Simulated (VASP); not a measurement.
PbS, 2 atoms in the cell. Symmetry: Pm-3m, No. 221, cubic system. Conventional cell: a = 3.579 Å, b = 3.579 Å, c = 3.579 Å, α = 90.00°, β = 90.00°, γ = 90.00°. Pb (site symmetry m-3m) has 8 S at 3.10 Å and 6 Pb at 3.58 Å within 4.1 Å. Within 4.1 Å of S (site symmetry m-3m) lie 8 Pb at 3.10 Å and 6 S at 3.58 Å. 

* Program: VASP 6.6.1
* Task: single point
* Functional: PBE0
* Potentials or basis: VASP PAW PBE potentials, release 64 (Pb_d, S)
* Cutoff: 520 eV
* k mesh: 4 × 4 × 4
* Occupations: fermi-dirac, width 0.05 eV
* Spin: no spin polarisation
* Dipole correction: no
* Grid for exact exchange (PRECFOCK): Normal
* Further INCAR settings: ALGO = Normal; EDIFF = 1e-06; NBANDS = 17

Potentials or basis: VASP PAW PBE potentials, release 64 (Pb_d, S).

Command:

```sh
$ cat potpaw_PBE.64/Pb_d/POTCAR potpaw_PBE.64/S/POTCAR > POTCAR
$ cp INCAR.step1 INCAR
$ mpirun -np 1 vasp_std > vasp.out
$ cp INCAR.step2 INCAR
$ mpirun -np 1 vasp_std > vasp.out
```

Hardware: 1 thread of AMD EPYC 7R43 64-Core Processor (Zen 3), on a shared host.

Problem. Estimate the wall time of this run.

Solution. It took 9.5 min on 1 thread of AMD EPYC 7R43 64-Core Processor (Zen 3), with other jobs on the host, peak memory 0.14 GiB. Counts: k points 10.
